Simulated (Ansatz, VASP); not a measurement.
# AlSi16 in VASP and in Ansatz

```xyz
17
Lattice="0.0000 5.4300 5.4300 5.4300 0.0000 5.4300 5.4300 5.4300 0.0000" Properties=species:S:1:pos:R:3 pbc="T T T"
Si    0.0301   -0.0366   -0.0331
Si    1.3843    1.3025    1.3062
Si    2.7514    2.6721   -0.0263
Si    4.1207    4.0394    1.3063
Si    2.7515   -0.0302    2.6755
Si    4.1207    1.3026    4.0428
Si    5.4532    2.6722    2.6757
Si    6.7777    4.0754    4.0792
Si    0.0548    2.6721    2.6761
Si    1.3746    4.0489    4.0523
Si    2.7508    5.3691    2.6758
Si    4.1563    6.6971    4.0782
Si    2.7505    2.6719    5.3723
Si    4.1562    4.0742    6.7008
Si    5.4658    5.3871    5.3910
Si    6.7785    6.6971    6.7007
Al    8.1841    8.0991    8.1029
```

Alike in both runs: functional PBEsol; k mesh 2 × 2 × 2; occupations gaussian, width 0.05 eV; collinear spin.

Ansatz relaxed the structure, and its values are those at the end. VASP's run is a single point on that final structure, the one shown.

|  | VASP | Ansatz |
| --- | --- | --- |
| version | VASP 6.6.1 | Ansatz 0.2.0 |
| potentials or method | VASP PAW PBE potentials, release 64 (Si, Al), cutoff 520 eV | scalar-relativistic, plane waves, PAW |
| valence electrons in the cell | 67 | 67 |

```tsv
	VASP	Ansatz	Ansatz less VASP
rms of the force components (eV/Å)	0.016	0.016	+0.0004
net moment per atom (μB)	0.00	0.00	0.000
```

VASP's potentials were made for PBE, not for PBEsol, and Ansatz warns of the same on its side. With one functional, cell and mesh, what is left measures potentials, basis and numerics. Ansatz's warnings: seeded moment not kept.

The k mesh is coarse, so the values compare programs but aren't converged.
